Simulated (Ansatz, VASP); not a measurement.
# Cs3I2 in VASP and in Ansatz

```
CELL_PARAMETERS angstrom
4.74764 2.74105 4.75615
-4.74764 2.74105 4.75615
0.00000 -5.48210 4.75615
ATOMIC_POSITIONS crystal
Cs 0.00000 0.50000 0.00000
Cs 0.50000 0.00000 0.00000
Cs 0.00000 0.00000 0.50000
I 0.65414 0.65414 0.65414
I 0.34586 0.34586 0.34586
```

Change from the starting cell: ordered vacancies on the cation sites of cuprite (R-3m, No. 166).

Alike in both runs: functional PBE; k mesh 6 × 6 × 6; occupations gaussian, width 0.1 eV; no spin polarisation.

Ansatz relaxed the structure, and its values are those at the end. VASP's run is a single point on that final structure, the one shown.

|  | VASP | Ansatz |
| --- | --- | --- |
| version | VASP 6.6.1 | Ansatz 0.2.0 |
| potentials or method | VASP PAW PBE potentials, release 64 (Cs_sv, I), cutoff 520 eV | scalar-relativistic, plane waves, PAW |
| valence electrons in the cell | 41 | 61 |

|  | VASP | Ansatz | Ansatz less VASP |
| --- | --- | --- | --- |
| gap on the k mesh at the Fermi level (eV) | none | none | - |
| pressure (GPa) | 0.0 | 0.0 | -0.01 |

A gap of «none» marks a metal or a gap that the smearing closes. With one functional, cell and mesh, what is left measures potentials, basis and numerics. VASP's potentials hold 41 valence electrons a cell and Ansatz's 61, so a difference there can come from the potentials and not from the codes.

Neither program's run includes spin-orbit coupling.
